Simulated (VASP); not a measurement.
# ZnO (P6_3mc) in VASP: a series of runs

Runs on ZnO. Level: r2SCAN. Tasks: single point, relaxation of cell and atoms.

Program: VASP 6.6.1. These are calculated values, not measurements. Logs are shortened: lines on timing, memory, paths and dates and some standing lists are left out, and cuts for length are marked.

## 1. The cell of the first run

Symmetry: P6_3mc, No. 186, hexagonal system. Conventional cell: a = 3.235 Å, b = 3.235 Å, c = 5.211 Å, α = 90.00°, β = 90.00°, γ = 120.00°. Zn (site symmetry 3m) has 4 O at 1.97 to 1.98 Å within 2.6 Å. O (site symmetry 3m) has 4 Zn at 1.97 to 1.98 Å within 2.6 Å.

## 2. Single point, r2SCAN

Input file POSCAR:

```
ZnO
1.0
    3.2352265142      0.0000000000      0.0000000000
   -1.6176132571      2.8017883483      0.0000000000
    0.0000000000      0.0000000000      5.2112857922
Zn O
2 2
Direct
    0.3333333333      0.6666666667      0.0011814900
    0.6666666667      0.3333333333      0.5011814900
    0.3333333333      0.6666666667      0.3808185100
    0.6666666667      0.3333333333      0.8808185100
```

Input file INCAR.step1:

```
PREC = Accurate
ENCUT = 520
ISMEAR = 0
SIGMA = 0.02
LREAL = False
LASPH = True
NELM = 60
NBANDS = 26
GGA = PE
ALGO = Normal
EDIFF = 1E-4
LWAVE = True
LCHARG = False
```

Input file INCAR.step2:

```
PREC = Accurate
ENCUT = 520
EDIFF = 1E-7
ISMEAR = 0
SIGMA = 0.02
LREAL = False
LASPH = True
NELM = 60
ALGO = Normal
ISIF = 2
LWAVE = False
LCHARG = False
METAGGA = R2SCAN
LMIXTAU = True
NBANDS = 26
ISTART = 1
```

Input file KPOINTS:

```
regular mesh
0
Gamma
  8 8 5
```

Potentials or basis: VASP PAW PBE potentials, release 64 (Zn, O).

Launch:

```
> cat potpaw_PBE.64/Zn/POTCAR potpaw_PBE.64/O/POTCAR > POTCAR
> cp INCAR.step1 INCAR
> mpirun -np 1 vasp_std > vasp.out
> cp INCAR.step2 INCAR
> mpirun -np 1 vasp_std > vasp.out
```

OUTCAR:

```text
PREC = Accurate
   ENCUT = 520
   EDIFF = 1E-7
   ISMEAR = 0
   LREAL = False
   LASPH = True
   NELM = 60
   ISIF = 2
   METAGGA = R2SCAN
   ISTART = 1

 ion  position               nearest neighbor table
   1  0.333  0.667  0.001-   4 1.97   4 1.97   4 1.97   3 1.98
   2  0.667  0.333  0.501-   3 1.97   3 1.97   3 1.97   4 1.98
   3  0.333  0.667  0.381-   2 1.97   2 1.97   2 1.97   1 1.98
   4  0.667  0.333  0.881-   1 1.97   1 1.97   1 1.97   2 1.98

  LATTYP: Found a hexagonal cell.
 ALAT       =     3.2352265142
 C/A-ratio  =     1.6107947216

  Lattice vectors:

 A1 = (   3.2352265142,   0.0000000000,   0.0000000000)
 A2 = (  -1.6176132571,   2.8017883483,   0.0000000000)
 A3 = (   0.0000000000,   0.0000000000,   5.2112857922)

Analysis of symmetry for initial positions (statically):
=====================================================================
 Subroutine PRICEL returns:
 Original cell was already a primitive cell.

 Routine SETGRP: Setting up the symmetry group for a
 hexagonal supercell.

 Subroutine GETGRP returns: Found 12 space group operations
 (whereof  6 operations were pure point group operations)
 out of a pool of 24 trial point group operations.

The static configuration has the point symmetry C_3v.
 The point group associated with its full space group is C_6v.

Analysis of symmetry for dynamics (positions and initial velocities):
=====================================================================
 Subroutine PRICEL returns:
 Original cell was already a primitive cell.

 Routine SETGRP: Setting up the symmetry group for a
 hexagonal supercell.

 Subroutine GETGRP returns: Found 12 space group operations
 (whereof  6 operations were pure point group operations)
 out of a pool of 24 trial point group operations.

The dynamic configuration has the point symmetry C_3v.
 The point group associated with its full space group is C_6v.

 Subroutine INISYM returns: Found 12 space group operations
 (whereof  6 operations are pure point group operations),
 and found     1 'primitive' translations

----------------------------------------------------------------------------------------

                                     Primitive cell

  volume of cell :      47.2373

  direct lattice vectors                    reciprocal lattice vectors
     3.235226514  0.000000000  0.000000000     0.309097368  0.178457449  0.000000000
    -1.617613257  2.801788348  0.000000000     0.000000000  0.356914897  0.000000000
     0.000000000  0.000000000  5.211285792     0.000000000  0.000000000  0.191891222

  length of vectors
     3.235226514  3.235226514  5.211285792     0.356914897  0.356914897  0.191891222

  position of ions in fractional coordinates (direct lattice)
     0.333333333  0.666666667  0.001181490
     0.666666667  0.333333333  0.501181490
     0.333333333  0.666666667  0.380818510
     0.666666667  0.333333333  0.880818510

  ion indices of the primitive-cell ions
   primitive index   ion index
                 1           1
                 2           2
                 3           3
                 4           4

----------------------------------------------------------------------------------------

 KPOINTS: regular mesh

Automatic generation of k-mesh.
 Grid dimensions read from file:
 generate k-points for:    8    8    5

 Generating k-lattice:

  Cartesian coordinates                     Fractional coordinates (reciprocal lattice)
     0.038637171  0.022307181  0.000000000     0.125000000  0.000000000  0.000000000
     0.000000000  0.044614362  0.000000000     0.000000000  0.125000000  0.000000000
     0.000000000  0.000000000  0.038378244     0.000000000  0.000000000  0.200000000

  Length of vectors
     0.044614362  0.044614362  0.038378244

  Shift w.r.t. Gamma in fractional coordinates (k-lattice)
     0.000000000  0.000000000  0.000000000

 Subroutine IBZKPT returns following result:
 ===========================================

 Found     30 irreducible k-points:

 Following reciprocal coordinates:
            Coordinates               Weight
  0.000000  0.000000  0.000000      1.000000
  0.125000  0.000000  0.000000      6.000000
  0.250000  0.000000  0.000000      6.000000
  0.375000  0.000000  0.000000      6.000000
  0.500000  0.000000  0.000000      3.000000
  0.125000  0.125000  0.000000      6.000000
[... 16 lines left out ...]
  0.250000  0.000000  0.400000     12.000000
  0.375000  0.000000  0.400000     12.000000
 [... further k-points ...]
   k-points           NKPTS =     30   k-points in BZ     NKDIM =     30   number of bands    NBANDS=     26
   number of dos      NEDOS =    301   number of ions     NIONS =      4
   total plane-waves  NPLWV =  23040
   dimension x,y,z NGX =    24 NGY =   24 NGZ =   40
   dimension x,y,z NGXF=    48 NGYF=   48 NGZF=   80
   ions per type =               2   2
   NGX,Y,Z   is equivalent  to a cutoff of  12.33, 12.33, 12.76 a.u.
   NGXF,Y,Z  is equivalent  to a cutoff of  24.67, 24.67, 25.52 a.u.
 SYSTEM =  unknown system
   PREC   = accura    normal or accurate (medium, high low for compatibility)
   ISTART =      1    job   : 0-new  1-cont  2-samecut
   ICHARG =      0    charge: 1-file 2-atom 10-const
   ISPIN  =      1    spin polarized calculation?
   LNONCOLLINEAR =      F non collinear calculations
   LSORBIT =      F    spin-orbit coupling
   LASPH  =      T    aspherical Exc in radial PAW
   ENCUT  =  520.0 eV  38.22 Ry    6.18 a.u.   6.02  6.02  9.69*2*pi/ulx,y,z
   NELM   =     60;   NELMIN=  2; NELMDL=  0     # of ELM steps
   EDIFF  = 0.1E-06   stopping-criterion for ELM
   LREAL  =      F    real-space projection
   EDIFFG = 0.1E-05   stopping-criterion for IOM
   NSW    =      0    number of steps for IOM
   IBRION =     -1    ionic relax: 0-MD 1-quasi-New 2-CG
   NFREE  =      0    steps in history (QN), initial steepest desc. (CG)
   ISIF   =      2    stress and relaxation
   ISYM   =      2    0-nonsym 1-usesym 2-fastsym
   POTIM  = 0.5000    time-step for ionic-motion
   TEBEG  =    0.0;   TEEND  =   0.0 temperature during run
   PSTRESS=    0.0 pullay stress
   NELECT =      36.0000    total number of electrons
   NUPDOWN=      -1.0000    fix difference up-down
   EMIN   =  10.00;   EMAX   =-10.00  energy-range for DOS
   EFERMI =   0.00;   METHOD = LEGACY
   ISMEAR =     0;   SIGMA  =   0.02  broadening in eV -4-tet -1-fermi 0-gaus
   EFERMI_NEDOS =   21; number of points for ismear=-14 and -15
   IALGO  =     38    algorithm
   IMIX   =      4    mixing-type and parameters
     AMIX     =   0.40;   BMIX     =  1.00
     AMIX_MAG =   1.60;   BMIX_MAG =  1.00
  volume/ion in A,a.u.               =      11.81        79.69
  Fermi-wavevector in a.u.,A,eV,Ry     =   1.495366  2.825831 30.424233  2.236118
  Thomas-Fermi vector in A             =   2.607520
   LORBIT       =      0    0 simple, 1 ext, 2 COOP (PROOUT), +10 PAW based schemes
   METAGGA = R2SCAN    functional components
   LHFCALC =     F    Hartree Fock is set to
   AEXX    =    0.0000 exact exchange contribution
   IVDW    =     0    specifies the selected vdW correction
   LEPSILON=     F    determine dielectric tensor
   LRPA    =     F    only Hartree local field effects (RPA)
 non-spin polarized calculation
 Gauss-broadening in eV      SIGMA  =   0.02
  energy-cutoff  :      520.00
  volume of cell :       47.24
 maximum number of plane-waves:      1291
   NGX = 13   NGY = 13   NGZ = 19

 number of electron      36.0000021 magnetization

 Free energy of the ion-electron system (eV)
  ---------------------------------------------------
  ext. energy  EPLUGINS =         0.00000000
  ---------------------------------------------------
  free energy    TOTEN  =       -36.31655398 eV

  energy without entropy =      -36.31655398  energy(sigma->0) =      -36.31655398

 E-fermi :   1.0880     XC(G=0): -11.7063

 val. band max:        0.9191400857   @ k =   0.0000   0.0000   0.0000
 cond. band min:       2.1537808786   @ k =   0.0000   0.0000   0.0000
 fundamental gap:      1.2346407929
 Fermi energy:         1.0879729280

 k-point     1 :       0.0000    0.0000    0.0000
  band No.  band energies     occupation
      1     -18.2266      2.00000
      2     -17.5305      2.00000
      3      -4.9393      2.00000
      4      -4.9393      2.00000
      5      -4.8825      2.00000
      6      -4.8359      2.00000
[... 18 lines left out ...]
     25      16.0379      0.00000
     26      16.0381      0.00000

 k-point     2 :       0.1250    0.0000    0.0000
  band No.  band energies     occupation
      1     -18.1447      2.00000
      2     -17.4944      2.00000
      3      -5.0293      2.00000
      4      -4.8880      2.00000
      5      -4.8335      2.00000
      6      -4.7659      2.00000
[... 18 lines left out ...]
     25      16.0330      0.00000
     26      16.2122      0.00000

 k-point     3 :       0.2500    0.0000    0.0000
  band No.  band energies     occupation
      1     -17.9332      2.00000
      2     -17.4135      2.00000
      3      -5.1838      2.00000
      4      -4.8379      2.00000
      5      -4.7745      2.00000
      6      -4.6448      2.00000
[... 18 lines left out ...]
     25      15.1821      0.00000
     26      16.0394      0.00000

 k-point     4 :       0.3750    0.0000    0.0000
  band No.  band energies     occupation
      1     -17.6901      2.00000
      2     -17.3549      2.00000
      3      -5.2195      2.00000
      4      -4.8882      2.00000
      5      -4.6853      2.00000
      6      -4.4255      2.00000
[... 18 lines left out ...]
     25      15.0930      0.00000
     26      16.0268      0.00000
[... 496 lines left out ...]
      1     -17.9256      2.00000
      2     -17.7245      2.00000
      3      -5.1638      2.00000
      4      -5.1479      2.00000
      5      -4.8302      2.00000
      6      -4.8281      2.00000
[... 18 lines left out ...]
     25      14.9485      0.00000
     26      15.3126      0.00000

 k-point    23 :       0.2500    0.0000    0.4000
  band No.  band energies     occupation
      1     -17.7541      2.00000
      2     -17.5933      2.00000
      3      -5.2816      2.00000
      4      -5.2122      2.00000
      5      -4.6879      2.00000
      6      -4.6789      2.00000
[... 18 lines left out ...]
     25      15.2581      0.00000
     26      15.5065      0.00000

 k-point    24 :       0.3750    0.0000    0.4000
  band No.  band energies     occupation
      1     -17.5694      2.00000
      2     -17.4655      2.00000
      3      -5.3322      2.00000
      4      -5.2563      2.00000
      5      -4.5518      2.00000
      6      -4.4818      2.00000
[... 18 lines left out ...]
     25      15.3567      0.00000
     26      15.6476      0.00000

 [... further k-points ...]

------------------------ aborting loop because EDIFF is reached ----------------------------------------

  FORCE on cell =-STRESS in cart. coord.  units (eV):
  Direction    XX          YY          ZZ          XY          YZ          ZX
  --------------------------------------------------------------------------------------
  -------------------------------------------------------------------------------------
  Total        0.2795317      0.2795317      0.3027063      0.0000000      0.0000000      0.0000000
  in kB        9.4810582      9.4810582     10.2670854      0.0000000      0.0000000      0.0000000
  external PRESSURE =       9.7430673 kB  Pullay stress =       0.0000000 kB

 VOLUME and BASIS-vectors are now :
 -----------------------------------------------------------------------------
  energy-cutoff  :      520.00
  volume of cell :       47.24
      direct lattice vectors                 reciprocal lattice vectors
     3.235226514  0.000000000  0.000000000     0.309097368  0.178457449  0.000000000
    -1.617613257  2.801788348  0.000000000     0.000000000  0.356914897  0.000000000
     0.000000000  0.000000000  5.211285792     0.000000000  0.000000000  0.191891222

 POSITION                                       TOTAL-FORCE (eV/Angst)
 -----------------------------------------------------------------------------------
     -0.00000      1.86786      0.00616        -0.000000      0.000000     -0.011660
      1.61761      0.93393      2.61180         0.000000      0.000000     -0.011660
     -0.00000      1.86786      1.98455        -0.000000      0.000000      0.011660
      1.61761      0.93393      4.59020        -0.000000      0.000000      0.011660
 -----------------------------------------------------------------------------------
    total drift:                                0.000000      0.000000     -0.090826

  FREE ENERGIE OF THE ION-ELECTRON SYSTEM (eV)
  ---------------------------------------------------
  free  energy   TOTEN  =       -36.3165539804 eV

  energy  without entropy=      -36.3165539804  energy(sigma->0) =      -36.31655398
```

It took 89 s on 1 thread of Intel Xeon Platinum 8259CL at 2.50GHz (Skylake/Cascade Lake), shared host; peak memory 0.18 GiB.

What came out:

```yaml
Free_energy: -36.3166 eV
Pressure: 1.0 GPa
Largest_force: 0.012 eV/Å
Band_gap_on_the_k_mesh: 1.23 eV
```

Forces on the atoms (eV/Å):
```
Zn   0.000  0.000 -0.012
Zn   0.000  0.000 -0.012
O    0.000  0.000  0.012
O    0.000  0.000  0.012
```

Caveat: the PAW data sets were made with another functional, which shifts forces and pressure a little.

## 3. Relaxation of cell and atoms, r2SCAN

This run uses another cell than the first one, of 11.90 Å³/atom.

Input file POSCAR:

```
ZnO
1.0
    3.2494000000      0.0000000000      0.0000000000
   -1.6247000000      2.8140629471      0.0000000000
    0.0000000000      0.0000000000      5.2038000000
Zn O
2 2
Direct
    0.3333333333      0.6666666667      0.0000000000
    0.6666666667      0.3333333333      0.5000000000
    0.3333333333      0.6666666667      0.3820000000
    0.6666666667      0.3333333333      0.8820000000
```

Input file INCAR.step1:

```
  PREC = Accurate
  ENCUT = 600
  ISMEAR = 0
  SIGMA = 0.02
  LREAL = False
  LASPH = True
  NELM = 80
  GGA = PE
  ALGO = Normal
  EDIFF = 1E-4
  LWAVE = True
  LCHARG = False
```

Input file INCAR.step2:

```
  PREC = Accurate
  ENCUT = 600
  EDIFF = 1E-7
  ISMEAR = 0
  SIGMA = 0.02
  LREAL = False
  LASPH = True
  NELM = 80
  ALGO = Normal
  ISIF = 3
  LWAVE = False
  LCHARG = False
  METAGGA = R2SCAN
  LMIXTAU = True
  IBRION = 2
  NSW = 80
  EDIFFG = -0.004
  ISTART = 1
```

KPOINTS is that of step 2.

Potentials or basis: VASP PAW PBE potentials, release 64 (Zn, O).

Launch:

```
> cat potpaw_PBE.64/Zn/POTCAR potpaw_PBE.64/O/POTCAR > POTCAR
> cp INCAR.step1 INCAR
> mpirun -np 1 vasp_std > vasp.out
> cp INCAR.step2 INCAR
> mpirun -np 1 vasp_std > vasp.out
```

Run time: 16 min. Hardware: 1 thread of Intel Xeon Platinum 8259CL at 2.50GHz (Skylake/Cascade Lake), shared host; peak memory 0.21 GiB.

It converged, with:

| Property | Result |
| --- | --- |
| Free energy | -36.3246 eV |
| Relaxed volume | 11.87 Å³/atom |
| Relaxed cell | a = 3.237 Å, b = 3.237 Å, c = 5.230 Å, α = 90.00°, β = 90.00°, γ = 120.00° |
| Space group after relaxing (to 0.1 Å) | P6_3mc (No. 186) |
| Energy gained by relaxing | 0.3 meV/atom |
| Ionic steps | 9 |
| Pressure after relaxing | 0.0 GPa |
| Band gap on the k mesh | 1.22 eV |

The path:
| step | energy change (eV) | largest force (eV/Å) | pressure (GPa) | volume (Å³) |
| --- | --- | --- | --- | --- |
| 1 | 0.0000 | 0.0344 | -0.37 | 47.58 |
| 2 | -0.0005 | 0.0176 | 0.23 | 47.39 |
| 3 | -0.0005 | 0.0187 | 0.18 | 47.41 |
| 4 | -0.0005 | 0.0199 | 0.14 | 47.42 |
| 5 | -0.0006 | 0.0146 | 0.10 | 47.43 |
| 6 | -0.0010 | 0.0034 | 0.01 | 47.47 |
| 7 | -0.0010 | 0.0122 | -0.05 | 47.49 |
| 8 | -0.0010 | 0.0140 | 0.07 | 47.45 |
| 9 | -0.0010 | 0.0001 | 0.01 | 47.47 |

Final structure:
```yaml
crystal:
  lattice:
    - [3.23740, 0.00000, 0.00000]
    - [-1.61870, 2.80367, 0.00000]
    - [0.00000, 0.00000, 5.22988]
  atoms:
    - { symbol: Zn, position: [0.33333, 0.66667, 0.00177] }
    - { symbol: Zn, position: [0.66667, 0.33333, 0.50177] }
    - { symbol: O, position: [0.33333, 0.66667, 0.38023] }
    - { symbol: O, position: [0.66667, 0.33333, 0.88023] }
```

Levels at points of the mesh, in eV from the valence-band top:
| k point | band 15 | band 16 | band 17 | band 18 | band 19 | band 20 | band 21 | band 22 |
| --- | --- | --- | --- | --- | --- | --- | --- | --- |
| (0.00, 0.00, 0.00) | -0.81 | -0.09 | 0.00 | 0.00 | 1.22 | 5.87 | 8.79 | 13.73 |
| (0.50, 0.00, 0.00) | -2.86 | -2.31 | -1.31 | -0.85 | 6.41 | 7.36 | 8.05 | 9.30 |

Caveat: the PAW data sets were made with another functional, which shifts forces and pressure a little.
